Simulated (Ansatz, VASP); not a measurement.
Two plane-wave programs on Os11RuPt3Rh

```
Ru Rh Os Pt
1.0
    -3.85532    3.87570   -3.86174
     3.85649    3.87688    3.86174
     3.86175   -3.87570   -3.86817
Ru Rh Os Pt
1 1 11 3
Cartesian
  1.9319 3.8462 -1.9168
  1.9522 -1.9367 -3.8825
  3.8566 3.8967 0.0090
  1.9208 1.9386 -3.8525
  1.9302 0.0239 -1.9175
  3.8518 -0.0349 0.0024
  -1.9072 1.9401 -3.8436
  0.0120 1.9382 -1.9311
  -3.8365 3.8742 -3.8880
  1.9183 1.9387 -0.0130
  -1.8965 3.8678 -1.9350
  0.0155 3.8637 -0.0194
  5.8214 0.0050 -1.9404
  0.0212 1.9331 -5.7965
  3.8646 1.9380 -1.9431
  0.0093 5.8077 -1.9322
```

Alike in both runs: functional PBE; k mesh 3 × 3 × 3; occupations gaussian, width 0.1 eV; no spin polarisation.

Ansatz relaxed the structure, and its values are those at the end. VASP's run is a single point on that final structure, the one shown.

|  | VASP | Ansatz |
| --- | --- | --- |
| version | VASP 6.6.1 | Ansatz 0.2.0 |
| potentials or method | VASP PAW PBE potentials, release 64 (Ru_pv, Rh_pv, Os, Pt), cutoff 520 eV | scalar-relativistic, plane waves, PAW |
| valence electrons in the cell | 147 | 263 |

```csv
,VASP,Ansatz,Ansatz less VASP
gap on the k mesh at the Fermi level (eV),none,none,-
pressure (GPa),-0.2,0.0,+0.26
rms of the force components (eV/Å),0.010,0.012,+0.0015
```

A gap of «none» marks a metal or a gap that the smearing closes. VASP's potentials hold 147 valence electrons a cell and Ansatz's 263, so a difference there can come from the potentials and not from the codes.

The k mesh is coarse, so the values compare programs but aren't converged. Neither program's run includes spin-orbit coupling.
